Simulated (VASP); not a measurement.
# BN (P6_3/mmc) in VASP: further runs

Runs on BN. Level: LDA. Tasks: single point.

Everything below comes from runs of VASP 6.6.1. Logs are shortened: lines on timing, memory, paths and dates and some standing lists are left out, and cuts for length are marked.

## (1) The cell of the first run

Symmetry: P6_3/mmc, No. 194, hexagonal system. The conventional cell has a = 2.489 Å, b = 2.489 Å, c = 6.498 Å, α = 90.00°, β = 90.00°, γ = 120.00°. B (site symmetry -6m2) has 3 N at 1.44 Å within 1.9 Å. Within 1.9 Å of N (site symmetry -6m2) lie 3 B at 1.44 Å.

## (2) Single point, LDA

The input, INCAR:

```
ALGO = Normal
EDIFF = 1E-6
ENCUT = 520
ISIF = 2
ISMEAR = 0
LASPH = T
LCHARG = T
LELF = T
LREAL = F
LVHAR = T
LWAVE = F
NBANDS = 16
NELM = 80
PREC = Accurate
SIGMA = 0.02
```

The input, KPOINTS:

```
k-points
0
Gamma
  12 12 4
```

The input, POSCAR:

```
BN
1.0
    2.4889225322      0.0000000000      0.0000000000
   -1.2444612661      2.1554701410      0.0000000000
    0.0000000000      0.0000000000      6.4983068401
B N
2 2
Direct
    0.3333333333      0.6666666667      0.2500000000
    0.6666666667      0.3333333333      0.7500000000
    0.3333333333      0.6666666667      0.7500000000
    0.6666666667      0.3333333333      0.2500000000
```

Potentials or basis: VASP PAW LDA potentials, release 64 (B, N).

The run is started by

```
$ cat potpaw_LDA.64/B/POTCAR potpaw_LDA.64/N/POTCAR > POTCAR
$ mpirun -np 1 vasp_std > vasp.out
```

OUTCAR:

```text
EDIFF = 1E-6
   ENCUT = 520
   ISIF = 2
   ISMEAR = 0
   LASPH = T
   LREAL = F
   NELM = 80
   PREC = Accurate

 ion  position               nearest neighbor table
   1  0.333  0.667  0.250-   4 1.44   4 1.44   4 1.44
   2  0.667  0.333  0.750-   3 1.44   3 1.44   3 1.44
   3  0.333  0.667  0.750-   2 1.44   2 1.44   2 1.44
   4  0.667  0.333  0.250-   1 1.44   1 1.44   1 1.44

  LATTYP: Found a hexagonal cell.
 ALAT       =     2.4889225322
 C/A-ratio  =     2.6108915629

  Lattice vectors:

 A1 = (   2.4889225322,   0.0000000000,   0.0000000000)
 A2 = (  -1.2444612661,   2.1554701410,   0.0000000000)
 A3 = (   0.0000000000,   0.0000000000,   6.4983068401)

Analysis of symmetry for initial positions (statically):
=====================================================================
 Subroutine PRICEL returns:
 Original cell was already a primitive cell.

 Routine SETGRP: Setting up the symmetry group for a
 hexagonal supercell.

 Subroutine GETGRP returns: Found 24 space group operations
 (whereof 12 operations were pure point group operations)
 out of a pool of 24 trial point group operations.

The static configuration has the point symmetry D_3d.
 The point group associated with its full space group is D_6h.

Analysis of symmetry for dynamics (positions and initial velocities):
=====================================================================
 Subroutine PRICEL returns:
 Original cell was already a primitive cell.

 Routine SETGRP: Setting up the symmetry group for a
 hexagonal supercell.

 Subroutine GETGRP returns: Found 24 space group operations
 (whereof 12 operations were pure point group operations)
 out of a pool of 24 trial point group operations.

The dynamic configuration has the point symmetry D_3d.
 The point group associated with its full space group is D_6h.

 Subroutine INISYM returns: Found 24 space group operations
 (whereof 12 operations are pure point group operations),
 and found     1 'primitive' translations

----------------------------------------------------------------------------------------

[... 92 lines left out ...]
   LSORBIT =      F    spin-orbit coupling
   LASPH  =      T    aspherical Exc in radial PAW
   ENCUT  =  520.0 eV  38.22 Ry    6.18 a.u.   4.63  4.63 12.08*2*pi/ulx,y,z
   NELM   =     80;   NELMIN=  2; NELMDL= -5     # of ELM steps
   EDIFF  = 0.1E-05   stopping-criterion for ELM
   LREAL  =      F    real-space projection
   EDIFFG = 0.1E-04   stopping-criterion for IOM
   NSW    =      0    number of steps for IOM
   IBRION =     -1    ionic relax: 0-MD 1-quasi-New 2-CG
   NFREE  =      0    steps in history (QN), initial steepest desc. (CG)
   ISIF   =      2    stress and relaxation
   ISYM   =      2    0-nonsym 1-usesym 2-fastsym
   POTIM  = 0.5000    time-step for ionic-motion
   TEBEG  =    0.0;   TEEND  =   0.0 temperature during run
   PSTRESS=    0.0 pullay stress
   NELECT =      16.0000    total number of electrons
   NUPDOWN=      -1.0000    fix difference up-down
   EMIN   =  10.00;   EMAX   =-10.00  energy-range for DOS
   EFERMI =   0.00;   METHOD = LEGACY
   ISMEAR =     0;   SIGMA  =   0.02  broadening in eV -4-tet -1-fermi 0-gaus
   EFERMI_NEDOS =   21; number of points for ismear=-14 and -15
   IALGO  =     38    algorithm
   IMIX   =      4    mixing-type and parameters
     AMIX     =   0.40;   BMIX     =  1.00
     AMIX_MAG =   1.60;   BMIX_MAG =  1.00
  volume/ion in A,a.u.               =       8.72        58.82
  Fermi-wavevector in a.u.,A,eV,Ry     =   1.262788  2.386322 21.696291  1.594632
  Thomas-Fermi vector in A             =   2.396178
   LORBIT       =      0    0 simple, 1 ext, 2 COOP (PROOUT), +10 PAW based schemes
   GGA     = CA    functional components
   LHFCALC =     F    Hartree Fock is set to
   AEXX    =    0.0000 exact exchange contribution
   IVDW    =     0    specifies the selected vdW correction
   LEPSILON=     F    determine dielectric tensor
   LRPA    =     F    only Hartree local field effects (RPA)
 non-spin polarized calculation
 Gauss-broadening in eV      SIGMA  =   0.02
  energy-cutoff  :      520.00
  volume of cell :       34.86
 maximum number of plane-waves:       961
 NGX is ok and might be reduce to    20
   NGX =  9   NGY =  9   NGZ = 25

 number of electron      16.0000002 magnetization

 Free energy of the ion-electron system (eV)
  ---------------------------------------------------
  ext. energy  EPLUGINS =         0.00000000
  ---------------------------------------------------
  free energy    TOTEN  =       -38.58048669 eV

  energy without entropy =      -38.58048669  energy(sigma->0) =      -38.58048669

 E-fermi :   2.5880     XC(G=0): -10.6941

 val. band max:        2.4250452071   @ k =   0.3333   0.2500   0.0000
 cond. band min:       6.4785635705   @ k =   0.5000  -0.0000   0.0000
 fundamental gap:      4.0535183634
 Fermi energy:         2.5879934425

 k-point     1 :       0.0000    0.0000    0.0000
  band No.  band energies     occupation
      1     -15.3151      2.00000
      2     -14.9471      2.00000
      3      -4.1139      2.00000
      4      -1.6757      2.00000
      5       1.0860      2.00000
      6       1.0860      2.00000
[... 433 lines left out ...]
      3      -4.4777      2.00000
      4      -4.4044      2.00000
      5      -1.2072      2.00000
      6      -1.1543      2.00000
[... 8 lines left out ...]
     15      19.2262      0.00000
     16      21.0822      0.00000

 [... further k-points ...]

------------------------ aborting loop because EDIFF is reached ----------------------------------------

  FORCE on cell =-STRESS in cart. coord.  units (eV):
  Direction    XX          YY          ZZ          XY          YZ          ZX
  --------------------------------------------------------------------------------------
  -------------------------------------------------------------------------------------
  Total        0.1694658      0.1694658     -0.0474454      0.0000000      0.0000000      0.0000000
  in kB        7.7882351      7.7882351     -2.1804746      0.0000000      0.0000000      0.0000000
  external PRESSURE =       4.4653318 kB  Pullay stress =       0.0000000 kB

 VOLUME and BASIS-vectors are now :
 -----------------------------------------------------------------------------
  energy-cutoff  :      520.00
  volume of cell :       34.86
      direct lattice vectors                 reciprocal lattice vectors
     2.488922532  0.000000000  0.000000000     0.401780283  0.231967955  0.000000000
    -1.244461266  2.155470141  0.000000000     0.000000000  0.463935909  0.000000000
     0.000000000  0.000000000  6.498306840     0.000000000  0.000000000  0.153886239

 POSITION                                       TOTAL-FORCE (eV/Angst)
 -----------------------------------------------------------------------------------
     -0.00000      1.43698      1.62458        -0.000000      0.000000      0.000000
      1.24446      0.71849      4.87373         0.000000     -0.000000      0.000000
     -0.00000      1.43698      4.87373         0.000000     -0.000000      0.000000
      1.24446      0.71849      1.62458        -0.000000      0.000000      0.000000
 -----------------------------------------------------------------------------------
    total drift:                               -0.000000      0.000000      0.000000

  FREE ENERGIE OF THE ION-ELECTRON SYSTEM (eV)
  ---------------------------------------------------
  free  energy   TOTEN  =       -38.5804866917 eV

  energy  without entropy=      -38.5804866917  energy(sigma->0) =      -38.58048669
```

OSZICAR:

```text
N       E                     dE             d eps       ncg     rms          rms(c)
DAV:   1     0.411422516733E+02    0.41142E+02   -0.81320E+03  1824   0.930E+02
DAV:   2    -0.398918926104E+02   -0.81034E+02   -0.74239E+02  2480   0.210E+02
DAV:   3    -0.426341606551E+02   -0.27423E+01   -0.27314E+01  2424   0.375E+01
DAV:   4    -0.426482156060E+02   -0.14055E-01   -0.14053E-01  2240   0.308E+00
DAV:   5    -0.426483354096E+02   -0.11980E-03   -0.11980E-03  2368   0.268E-01    0.112E+01
DAV:   6    -0.390699622362E+02    0.35784E+01   -0.57710E+00  2152   0.181E+01    0.485E+00
DAV:   7    -0.387019533642E+02    0.36801E+00   -0.48157E-01  2480   0.487E+00    0.301E+00
DAV:   8    -0.385860115357E+02    0.11594E+00   -0.27630E-01  2320   0.354E+00    0.472E-01
DAV:   9    -0.385804973764E+02    0.55142E-02   -0.16282E-02  2152   0.982E-01    0.187E-01
DAV:  10    -0.385804731509E+02    0.24226E-04   -0.71066E-04  2344   0.199E-01    0.249E-02
DAV:  11    -0.385804867378E+02   -0.13587E-04   -0.24933E-05  2112   0.407E-02    0.182E-02
DAV:  12    -0.385804866917E+02    0.46108E-07   -0.57649E-06  2200   0.172E-02
   1 F= -.38580487E+02 E0= -.38580487E+02  d E =-.348825E-32
```

Wall time 16 s (1 thread of Intel Xeon 6975P-C (Granite Rapids), shared host); peak memory 0.14 GiB.

Results:

- Free energy: -38.5805 eV
- Pressure: 0.4 GPa
- Band gap on the k mesh: 4.05 eV, indirect (least direct gap 4.47 eV)

A k mesh can miss the band edges.

## (3) Single point, LDA

Changes to INCAR since step 2:

```diff
@@ -3,2 +3,3 @@
 ENCUT = 520
+GGA = CA
 ISIF = 2
@@ -14,2 +15,2 @@
 PREC = Accurate
-SIGMA = 0.02
+SIGMA = 0.05
```

KPOINTS is that of step 2.

POSCAR is that of step 2.

Potentials or basis: VASP PAW LDA potentials, release 64 (B, N).

The run is started by

```
$ cat potpaw_LDA.64/B/POTCAR potpaw_LDA.64/N/POTCAR > POTCAR
$ mpirun -np 1 vasp_std > vasp.out
```

OUTCAR:

```text
EDIFF = 1E-6
   ENCUT = 520
   GGA = CA
   ISIF = 2
   ISMEAR = 0
   LASPH = T
   LREAL = F
   NELM = 80
   PREC = Accurate

 ion  position               nearest neighbor table
   1  0.333  0.667  0.250-   4 1.44   4 1.44   4 1.44
   2  0.667  0.333  0.750-   3 1.44   3 1.44   3 1.44
   3  0.333  0.667  0.750-   2 1.44   2 1.44   2 1.44
   4  0.667  0.333  0.250-   1 1.44   1 1.44   1 1.44

  LATTYP: Found a hexagonal cell.
 ALAT       =     2.4889225322
 C/A-ratio  =     2.6108915629

  Lattice vectors:

 A1 = (   2.4889225322,   0.0000000000,   0.0000000000)
 A2 = (  -1.2444612661,   2.1554701410,   0.0000000000)
 A3 = (   0.0000000000,   0.0000000000,   6.4983068401)

Analysis of symmetry for initial positions (statically):
=====================================================================
 Subroutine PRICEL returns:
 Original cell was already a primitive cell.
[... 173 lines left out ...]
  free energy    TOTEN  =       -38.58048669 eV

  energy without entropy =      -38.58048669  energy(sigma->0) =      -38.58048669

 E-fermi :   2.7231     XC(G=0): -10.6941

 val. band max:        2.4250452072   @ k =   0.3333   0.2500   0.0000
 cond. band min:       6.4785635705   @ k =   0.5000  -0.0000   0.0000
 fundamental gap:      4.0535183634
 Fermi energy:         2.7231227608

 k-point     1 :       0.0000    0.0000    0.0000
  band No.  band energies     occupation
      1     -15.3151      2.00000
      2     -14.9471      2.00000
      3      -4.1139      2.00000
      4      -1.6757      2.00000
      5       1.0860      2.00000
      6       1.0860      2.00000
[... 433 lines left out ...]
      3      -4.4777      2.00000
      4      -4.4044      2.00000
      5      -1.2072      2.00000
      6      -1.1543      2.00000
[... 8 lines left out ...]
     15      19.2262      0.00000
     16      21.0822      0.00000

 [... further k-points ...]

------------------------ aborting loop because EDIFF is reached ----------------------------------------

  FORCE on cell =-STRESS in cart. coord.  units (eV):
  Direction    XX          YY          ZZ          XY          YZ          ZX
  --------------------------------------------------------------------------------------
  -------------------------------------------------------------------------------------
  Total        0.1694658      0.1694658     -0.0474454     -0.0000000     -0.0000000      0.0000000
  in kB        7.7882350      7.7882350     -2.1804746     -0.0000000     -0.0000000      0.0000000
  external PRESSURE =       4.4653318 kB  Pullay stress =       0.0000000 kB

 VOLUME and BASIS-vectors are now :
 -----------------------------------------------------------------------------
  energy-cutoff  :      520.00
  volume of cell :       34.86
      direct lattice vectors                 reciprocal lattice vectors
     2.488922532  0.000000000  0.000000000     0.401780283  0.231967955  0.000000000
    -1.244461266  2.155470141  0.000000000     0.000000000  0.463935909  0.000000000
     0.000000000  0.000000000  6.498306840     0.000000000  0.000000000  0.153886239

 POSITION                                       TOTAL-FORCE (eV/Angst)
 -----------------------------------------------------------------------------------
     -0.00000      1.43698      1.62458         0.000000     -0.000000      0.000000
      1.24446      0.71849      4.87373        -0.000000     -0.000000      0.000000
     -0.00000      1.43698      4.87373         0.000000      0.000000      0.000000
      1.24446      0.71849      1.62458        -0.000000      0.000000      0.000000
 -----------------------------------------------------------------------------------
    total drift:                               -0.000000      0.000000      0.000000

  FREE ENERGIE OF THE ION-ELECTRON SYSTEM (eV)
  ---------------------------------------------------
  free  energy   TOTEN  =       -38.5804866917 eV

  energy  without entropy=      -38.5804866917  energy(sigma->0) =      -38.58048669
```

It took 16 s on 1 thread of Intel Xeon 6975P-C (Granite Rapids), shared host; peak memory 0.14 GiB.

What came out:

| Property | Result |
| --- | --- |
| Free energy | -38.5805 eV |
| Pressure | 0.4 GPa |
| Band gap on the k mesh | 4.05 eV, indirect (least direct gap 4.47 eV) |

Stress tensor (GPa, compression positive):
```
 0.78  0.00  0.00
 0.00  0.78  0.00
 0.00  0.00 -0.22
```

A k mesh can miss the band edges. As with any semilocal functional, this LDA gap is likely too small.
